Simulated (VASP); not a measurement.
# AlBAs2 (R-3m) in VASP: a series of runs

Runs on AlBAs2. Level: PBE. Tasks: single point.

Everything below comes from runs of VASP 6.6.1. Logs are shortened: lines on timing, memory, paths and dates and some standing lists are left out, and cuts for length are marked.

### 1 The cell of the first run

The structure is trigonal, space group R-3m (No. 166). Conventional cell: a = 3.161 Å, b = 3.161 Å, c = 22.951 Å, α = 90.00°, β = 90.00°, γ = 120.00°. Al (site symmetry -3m) has 2 As at 2.56 Å and 6 Al at 3.16 Å within 3.4 Å. B (site symmetry -3m) has 6 As at 2.22 Å within 2.9 Å. As (site symmetry 3m) has 3 B at 2.22 Å and 1 Al at 2.56 Å within 2.9 Å.

The cell was built from a structure type or drawn by symmetry, and may not be a known phase.

### 2 Single point, PBE

INCAR

```
SYSTEM = AlBAs2
PREC = Accurate
ENCUT = 520
EDIFF = 1E-7
ISMEAR = 0
SIGMA = 0.1
LREAL = .FALSE.
LASPH = .TRUE.
NELM = 80
ALGO = Normal
ISIF = 2
LWAVE = .FALSE.
LCHARG = .FALSE.
GGA = PE
NBANDS = 16
```

KPOINTS

```
Automatic mesh
0
G
  6 6 6
  0 0 0
```

POSCAR

```
AlBAs2
1.0
    1.5806183855      0.9125704523      7.6501820827
   -1.5806183855      0.9125704523      7.6501820827
    0.0000000000     -1.8251408988      7.6501820834
Al B As
1 1 2
Direct
    0.0000000000      0.0000000000      0.0000000000
    0.5000000000      0.5000000000      0.5000000000
    0.8886468722      0.8886468722      0.8886468722
    0.1113531278      0.1113531278      0.1113531278
```

Potentials or basis: VASP PAW PBE potentials, release 64 (Al, B, As).

On the command line:

```
$ cat potpaw_PBE.64/Al/POTCAR potpaw_PBE.64/B/POTCAR potpaw_PBE.64/As/POTCAR > POTCAR
$ mpirun -np 1 vasp_std > vasp.out
```

OUTCAR:

```text
SYSTEM = AlBAs2
   PREC = Accurate
   ENCUT = 520
   EDIFF = 1E-7
   ISMEAR = 0
   LREAL = .FALSE.
   LASPH = .TRUE.
   NELM = 80
   ISIF = 2
   GGA = PE

 ion  position               nearest neighbor table
   1  0.000  0.000  0.000-   3 2.56   4 2.56
   2  0.500  0.500  0.500-   4 2.22   4 2.22   3 2.22   3 2.22   4 2.22   3 2.22
   3  0.889  0.889  0.889-   2 2.22   2 2.22   2 2.22   1 2.56
   4  0.111  0.111  0.111-   2 2.22   2 2.22   2 2.22   1 2.56

  LATTYP: Found a trigonal (rhomboedric) cell.
 ALAT       =     7.8648855815
 COS(alpha) =     0.9192208579

  Lattice vectors:

 A1 = (   1.5806183855,   0.9125704523,   7.6501820827)
 A2 = (  -1.5806183855,   0.9125704523,   7.6501820827)
 A3 = (   0.0000000000,  -1.8251408988,   7.6501820834)

Analysis of symmetry for initial positions (statically):
=====================================================================
 Subroutine PRICEL returns:
 Original cell was already a primitive cell.

 Routine SETGRP: Setting up the symmetry group for a
 trigonal (rhombohedral) supercell.

 Subroutine GETGRP returns: Found 12 space group operations
 (whereof 12 operations were pure point group operations)
 out of a pool of 12 trial point group operations.

The static configuration has the point symmetry D_3d.

Analysis of symmetry for dynamics (positions and initial velocities):
=====================================================================
 Subroutine PRICEL returns:
 Original cell was already a primitive cell.

 Routine SETGRP: Setting up the symmetry group for a
 trigonal (rhombohedral) supercell.

 Subroutine GETGRP returns: Found 12 space group operations
 (whereof 12 operations were pure point group operations)
 out of a pool of 12 trial point group operations.

The dynamic configuration has the point symmetry D_3d.

 Subroutine INISYM returns: Found 12 space group operations
 (whereof 12 operations are pure point group operations),
 and found     1 'primitive' translations

----------------------------------------------------------------------------------------

                                     Primitive cell

  volume of cell :      66.2089

  direct lattice vectors                    reciprocal lattice vectors
     1.580618386  0.912570452  7.650182083     0.316331889  0.182634301  0.043571948
    -1.580618386  0.912570452  7.650182083    -0.316331889  0.182634301  0.043571948
     0.000000000 -1.825140899  7.650182083     0.000000000 -0.365268603  0.043571948

  length of vectors
     7.864885581  7.864885581  7.864885581     0.367858216  0.367858216  0.367858216

  position of ions in fractional coordinates (direct lattice)
     0.000000000  0.000000000  0.000000000
     0.500000000  0.500000000  0.500000000
     0.888646872  0.888646872  0.888646872
     0.111353128  0.111353128  0.111353128

  ion indices of the primitive-cell ions
   primitive index   ion index
                 1           1
                 2           2
                 3           3
                 4           4

----------------------------------------------------------------------------------------

 KPOINTS: Automatic mesh

Automatic generation of k-mesh.
 Grid dimensions read from file:
 generate k-points for:    6    6    6

 Generating k-lattice:

  Cartesian coordinates                     Fractional coordinates (reciprocal lattice)
     0.052721982  0.030439050  0.007261991     0.166666667 -0.000000000  0.000000000
    -0.052721982  0.030439050  0.007261991    -0.000000000  0.166666667  0.000000000
     0.000000000 -0.060878100  0.007261991     0.000000000  0.000000000  0.166666667

  Length of vectors
     0.061309703  0.061309703  0.061309703

  Shift w.r.t. Gamma in fractional coordinates (k-lattice)
     0.000000000  0.000000000  0.000000000

 Subroutine IBZKPT returns following result:
 ===========================================

 Found     32 irreducible k-points:

 Following reciprocal coordinates:
            Coordinates               Weight
  0.000000  0.000000  0.000000      1.000000
  0.166667  0.000000  0.000000      6.000000
  0.333333  0.000000  0.000000      6.000000
  0.500000  0.000000  0.000000      3.000000
  0.166667  0.166667  0.000000      6.000000
  0.333333  0.166667  0.000000     12.000000
[... 16 lines left out ...]
  0.500000  0.500000  0.166667      6.000000
 -0.333333  0.500000  0.166667     12.000000
 [... further k-points ...]
   k-points           NKPTS =     32   k-points in BZ     NKDIM =     32   number of bands    NBANDS=     16
   number of dos      NEDOS =    301   number of ions     NIONS =      4
   total plane-waves  NPLWV = 216000
   dimension x,y,z NGX =    60 NGY =   60 NGZ =   60
   dimension x,y,z NGXF=   120 NGYF=  120 NGZF=  120
   ions per type =               1   1   2
   NGX,Y,Z   is equivalent  to a cutoff of  12.68, 12.68, 12.68 a.u.
   NGXF,Y,Z  is equivalent  to a cutoff of  25.37, 25.37, 25.37 a.u.
 SYSTEM =  AlBAs2
   PREC   = accura    normal or accurate (medium, high low for compatibility)
   ISTART =      0    job   : 0-new  1-cont  2-samecut
   ICHARG =      2    charge: 1-file 2-atom 10-const
   ISPIN  =      1    spin polarized calculation?
   LNONCOLLINEAR =      F non collinear calculations
   LSORBIT =      F    spin-orbit coupling
   LASPH  =      T    aspherical Exc in radial PAW
   ENCUT  =  520.0 eV  38.22 Ry    6.18 a.u.  14.62 14.62 14.62*2*pi/ulx,y,z
   NELM   =     80;   NELMIN=  2; NELMDL= -5     # of ELM steps
   EDIFF  = 0.1E-06   stopping-criterion for ELM
   LREAL  =      F    real-space projection
   EDIFFG = 0.1E-05   stopping-criterion for IOM
   NSW    =      0    number of steps for IOM
   IBRION =     -1    ionic relax: 0-MD 1-quasi-New 2-CG
   NFREE  =      0    steps in history (QN), initial steepest desc. (CG)
   ISIF   =      2    stress and relaxation
   ISYM   =      2    0-nonsym 1-usesym 2-fastsym
   POTIM  = 0.5000    time-step for ionic-motion
   TEBEG  =    0.0;   TEEND  =   0.0 temperature during run
   PSTRESS=    0.0 pullay stress
   NELECT =      16.0000    total number of electrons
   NUPDOWN=      -1.0000    fix difference up-down
   EMIN   =  10.00;   EMAX   =-10.00  energy-range for DOS
   EFERMI =   0.00;   METHOD = LEGACY
   ISMEAR =     0;   SIGMA  =   0.10  broadening in eV -4-tet -1-fermi 0-gaus
   EFERMI_NEDOS =   21; number of points for ismear=-14 and -15
   IALGO  =     38    algorithm
   IMIX   =      4    mixing-type and parameters
     AMIX     =   0.40;   BMIX     =  1.00
     AMIX_MAG =   1.60;   BMIX_MAG =  1.00
  volume/ion in A,a.u.               =      16.55       111.70
  Fermi-wavevector in a.u.,A,eV,Ry     =   1.019708  1.926970 14.147410  1.039805
  Thomas-Fermi vector in A             =   2.153237
   LORBIT       =      0    0 simple, 1 ext, 2 COOP (PROOUT), +10 PAW based schemes
   GGA     = PE    functional components
   LHFCALC =     F    Hartree Fock is set to
   AEXX    =    0.0000 exact exchange contribution
   IVDW    =     0    specifies the selected vdW correction
   LEPSILON=     F    determine dielectric tensor
   LRPA    =     F    only Hartree local field effects (RPA)
 non-spin polarized calculation
 Gauss-broadening in eV      SIGMA  =   0.10
  energy-cutoff  :      520.00
  volume of cell :       66.21
 maximum number of plane-waves:      1800
 NGX is ok and might be reduce to    60
   NGX = 29   NGY = 29   NGZ = 29

 number of electron      16.0000001 magnetization

 Free energy of the ion-electron system (eV)
  ---------------------------------------------------
  ext. energy  EPLUGINS =         0.00000000
  ---------------------------------------------------
  free energy    TOTEN  =       -17.90054490 eV

  energy without entropy =      -17.89248043  energy(sigma->0) =      -17.89651266

 E-fermi :   6.0623     XC(G=0): -10.3283

 val. band max:        6.0600921967   @ k =  -0.3333   0.1667  -0.0000
 cond. band min:       6.2322573467   @ k =  -0.1667   0.3333   0.1667
 fundamental gap:      0.1721651500
 Fermi energy:         6.0622784773

 k-point     1 :       0.0000    0.0000    0.0000
  band No.  band energies     occupation
      1      -9.3352      2.00000
      2      -6.4397      2.00000
      3      -2.4674      2.00000
      4       2.8884      2.00000
      5       2.9287      2.00000
      6       6.4946      0.00000
[... 8 lines left out ...]
     15      14.8703      0.00000
     16      16.2369      0.00000

 k-point     2 :       0.1667    0.0000    0.0000
  band No.  band energies     occupation
      1      -8.8374      2.00000
      2      -5.9828      2.00000
      3      -1.9511      2.00000
      4       2.7019      2.00000
      5       3.5961      2.00000
      6       3.8867      2.00000
[... 8 lines left out ...]
     15      13.8129      0.00000
     16      14.7539      0.00000

 k-point     3 :       0.3333    0.0000    0.0000
  band No.  band energies     occupation
      1      -7.3849      2.00000
      2      -4.8114      2.00000
      3      -0.6603      2.00000
      4      -0.2322      2.00000
      5       2.2324      2.00000
      6       3.9472      2.00000
[... 8 lines left out ...]
     15      13.4075      0.00000
     16      14.2812      0.00000

 k-point     4 :       0.5000    0.0000    0.0000
  band No.  band energies     occupation
      1      -5.5967      2.00000
      2      -4.7988      2.00000
      3      -1.5940      2.00000
      4      -0.4362      2.00000
      5       1.6643      2.00000
      6       3.4706      2.00000
[... 8 lines left out ...]
     15      12.7033      0.00000
     16      12.7277      0.00000

 k-point     5 :       0.1667    0.1667    0.0000
  band No.  band energies     occupation
      1      -8.8352      2.00000
      2      -5.9974      2.00000
      3      -1.8825      2.00000
      4       2.3880      2.00000
      5       3.4708      2.00000
      6       4.2759      2.00000
[... 8 lines left out ...]
     15      14.0253      0.00000
     16      14.3123      0.00000

 k-point     6 :       0.3333    0.1667    0.0000
  band No.  band energies     occupation
      1      -7.8546      2.00000
      2      -5.1653      2.00000
      3      -0.8662      2.00000
      4       1.4454      2.00000
      5       1.9623      2.00000
      6       2.8706      2.00000
[... 8 lines left out ...]
     15      12.9910      0.00000
     16      14.1272      0.00000
[... 267 lines left out ...]
 k-point    21 :      -0.3333    0.3333    0.1667
  band No.  band energies     occupation
      1      -6.0195      2.00000
      2      -4.2906      2.00000
      3      -1.3861      2.00000
      4       0.2200      2.00000
      5       1.7176      2.00000
      6       1.9971      2.00000
[... 8 lines left out ...]
     15      12.7817      0.00000
     16      13.9252      0.00000

 k-point    22 :      -0.1667    0.3333    0.1667
  band No.  band energies     occupation
      1      -6.0399      2.00000
      2      -4.2280      2.00000
      3      -1.3877      2.00000
      4       0.2169      2.00000
      5       1.1359      2.00000
      6       2.2900      2.00000
[... 8 lines left out ...]
     15      13.3622      0.00000
     16      14.7852      0.00000

 k-point    23 :       0.5000    0.5000    0.1667
  band No.  band energies     occupation
      1      -7.3645      2.00000
      2      -4.9142      2.00000
      3      -0.6028      2.00000
      4       0.5866      2.00000
      5       1.6180      2.00000
      6       2.7421      2.00000
[... 8 lines left out ...]
     15      12.2236      0.00000
     16      14.5673      0.00000

 k-point    24 :      -0.3333    0.5000    0.1667
  band No.  band energies     occupation
      1      -6.0157      2.00000
      2      -4.2991      2.00000
      3      -1.4106      2.00000
      4       0.2895      2.00000
      5       1.5475      2.00000
      6       2.3919      2.00000
[... 8 lines left out ...]
     15      12.8789      0.00000
     16      13.2904      0.00000

 [... further k-points ...]

------------------------ aborting loop because EDIFF is reached ----------------------------------------

  FORCE on cell =-STRESS in cart. coord.  units (eV):
  Direction    XX          YY          ZZ          XY          YZ          ZX
  --------------------------------------------------------------------------------------
  -------------------------------------------------------------------------------------
  Total        0.0923922      0.0923922      0.2528593      0.0000000      0.0000000      0.0000000
  in kB        2.2357824      2.2357824      6.1188948      0.0000000      0.0000000      0.0000000
  external PRESSURE =       3.5301532 kB  Pullay stress =       0.0000000 kB

 VOLUME and BASIS-vectors are now :
 -----------------------------------------------------------------------------
  energy-cutoff  :      520.00
  volume of cell :       66.21
      direct lattice vectors                 reciprocal lattice vectors
     1.580618386  0.912570452  7.650182083     0.316331889  0.182634301  0.043571948
    -1.580618386  0.912570452  7.650182083    -0.316331889  0.182634301  0.043571948
     0.000000000 -1.825140899  7.650182083     0.000000000 -0.365268603  0.043571948

 POSITION                                       TOTAL-FORCE (eV/Angst)
 -----------------------------------------------------------------------------------
      0.00000      0.00000      0.00000        -0.000000      0.000000      0.000000
      0.00000      0.00000     11.47527         0.000000      0.000000      0.000000
      0.00000      0.00000     20.39493        -0.000000      0.000000      0.051361
      0.00000      0.00000      2.55562        -0.000000     -0.000000     -0.051361
 -----------------------------------------------------------------------------------
    total drift:                                0.000000     -0.000000     -0.000000

  FREE ENERGIE OF THE ION-ELECTRON SYSTEM (eV)
  ---------------------------------------------------
  free  energy   TOTEN  =       -17.9005449007 eV

  energy  without entropy=      -17.8924804265  energy(sigma->0) =      -17.89651266
```

It took 2 min on 1 thread of Intel Xeon Platinum 8559C (Emerald Rapids), shared host; peak memory 0.48 GiB.

What came out:

```
Free energy            : -17.9005 eV
Pressure               : 0.4 GPa
Largest force          : 0.051 eV/Å
Band gap on the k mesh : zero (bands 8 and 9 overlap by 3.40 eV)
```

Forces on the atoms (eV/Å):
```
Al   0.000  0.000  0.000
B    0.000  0.000  0.000
As   0.000  0.000  0.051
As   0.000  0.000 -0.051
```

Stress tensor (GPa, compression positive):
```
0.22 0.00 0.00
0.00 0.22 0.00
0.00 0.00 0.61
```

Levels at points of the mesh, in eV from the Fermi level:
```
           k point  band 6  band 7  band 8  band 9  band 10  band 11
(0.00, 0.00, 0.00)    0.43    0.43    2.57    2.57     5.62     5.69
(0.50, 0.00, 0.00)   -2.59   -2.58   -0.64    0.62     1.55     2.01
(0.50, 0.50, 0.00)   -3.00   -2.60   -1.56    0.35     1.68     2.48
(0.50, 0.50, 0.50)    0.44    0.48    2.54    2.54     3.35     5.84
```

Caveat: the k points lie up to 0.39 Å⁻¹ apart, too coarse for converged energies and pressures of a metal.

[end of part 1 of 2]
